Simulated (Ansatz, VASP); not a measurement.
# HfO2 in VASP and in Ansatz

POSCAR

```
HfO2
1.0
    5.1141923536      0.0000000000     -0.0062496906
    0.0000000000      5.1817225208      0.0000000000
   -0.8643909948      0.0000000000      5.2244556562
Hf O
4 8
Direct
    0.2761998700      0.0418318846      0.2082101839
    0.7238001300      0.5418318846      0.2917898161
    0.7238001300      0.9581681154      0.7917898161
    0.2761998700      0.4581681154      0.7082101839
    0.4479533928      0.7576521439      0.4784979930
    0.5520466072      0.2576521439      0.0215020070
    0.5520466072      0.2423478561      0.5215020070
    0.4479533928      0.7423478561      0.9784979930
    0.0700607267      0.3337739749      0.3440209868
    0.9299392733      0.8337739749      0.1559790132
    0.9299392733      0.6662260251      0.6559790132
    0.0700607267      0.1662260251      0.8440209868
```

INCAR.step1

```
PREC = Accurate
ENCUT = 520
ISMEAR = 0
SIGMA = 0.02
LREAL = F
LASPH = T
NELM = 100
NBANDS = 56
GGA = PE
ALGO = Normal
EDIFF = 1E-4
LWAVE = T
LCHARG = F
```

File INCAR.step2:

```
PREC = Accurate
ENCUT = 520
EDIFF = 1E-6
ISMEAR = 0
SIGMA = 0.02
LREAL = F
LASPH = T
NELM = 100
ALGO = Normal
ISIF = 2
LWAVE = F
LCHARG = F
METAGGA = R2SCAN
LMIXTAU = T
NBANDS = 56
ISTART = 1
```

File KPOINTS:

```
Automatic mesh
0
Gamma
  6 6 6
```

Input for Ansatz:

```yaml
crystal:
  lattice:
    - [5.1141923524, 0.0, -0.0062496887]
    - [0.0, 5.1817225201, 0.0]
    - [-0.8643909926, 0.0, 5.2244556569]
  atoms:
    - { symbol: Hf, position: [0.2761998699, 0.0418318844, 0.208210184] }
    - { symbol: Hf, position: [0.7238001301, 0.5418318844, 0.291789816] }
    - { symbol: Hf, position: [0.7238001301, 0.9581681156, 0.791789816] }
    - { symbol: Hf, position: [0.2761998699, 0.4581681156, 0.708210184] }
    - { symbol: O, position: [0.4479533927, 0.7576521437, 0.4784979924] }
    - { symbol: O, position: [0.5520466073, 0.2576521437, 0.0215020076] }
    - { symbol: O, position: [0.5520466073, 0.2423478563, 0.5215020076] }
    - { symbol: O, position: [0.4479533927, 0.7423478563, 0.9784979924] }
    - { symbol: O, position: [0.0700607269, 0.3337739748, 0.3440209872] }
    - { symbol: O, position: [0.9299392731, 0.8337739748, 0.1559790128] }
    - { symbol: O, position: [0.9299392731, 0.6662260252, 0.6559790128] }
    - { symbol: O, position: [0.0700607269, 0.1662260252, 0.8440209872] }
basis:
  ecutwfc: 500
kpoints:
  mp_grid: { grid: [6, 6, 6] }
  band_path:
    path:
      - [0.0, 0.0, 0.0]
      - [0.0, 0.5, 0.0]
      - [0.0, 0.5, 0.5]
      - [0.0, 0.0, 0.5]
      - [0.0, 0.0, 0.0]
      - [-0.5, 0.0, 0.5]
      - [-0.5, 0.5, 0.5]
      - [0.0, 0.5, 0.0]
      - [-0.5, 0.5, 0.0]
      - [-0.5, 0.0, 0.0]
      - [0.0, 0.0, 0.0]
    npoints: 10
hamiltonian:
  xc: r2scan
scf:
  occupations: { method: gaussian, width: 0.02 }
  n_extra_bands: 30
output:
  forces: true
  stress: true
  eigenvalues: true
  populations: true
  dos: { projected: true, de: 0.02, nscf_kmesh: { grid: [9, 9, 9] } }
  bader: false
  write_density: true
  write_potential: true
  elf: true
  volumetric_format: npy
```

Alike in both runs: task single point; functional r2SCAN; k mesh 6 × 6 × 6; occupations gaussian, width 0.02 eV; no spin polarisation.

|  | VASP | Ansatz |
| --- | --- | --- |
| version | VASP 6.6.1 | Ansatz 0.2.0 |
| potentials or method | VASP PAW PBE potentials, release 64 (Hf_pv, O), cutoff 520 eV | scalar-relativistic, plane waves, PAW |
| valence electrons in the cell | 88 | 152 |

|  | VASP | Ansatz | Ansatz less VASP |
| --- | --- | --- | --- |
| gap on the k mesh at the Fermi level (eV) | 4.55 | 4.59 | +0.044 |
| least direct gap on the mesh (eV) | 4.64 | 4.68 | +0.047 |
| pressure (GPa) | -3.4 | 0.0 | +3.42 |
| traceless stress, the component that is largest in VASP (GPa) | -0.21 | -0.01 | +0.204 |
| rms of the force components (eV/Å) | 0.040 | 0.001 | -0.0389 |

VASP's potentials were made for PBE, not for r2SCAN. Atom by atom the forces differ by 0.040 eV/Å (rms over components). VASP's potentials hold 88 valence electrons a cell and Ansatz's 152, so a difference there can come from the potentials and not from the codes.

Spin-orbit coupling is off throughout.
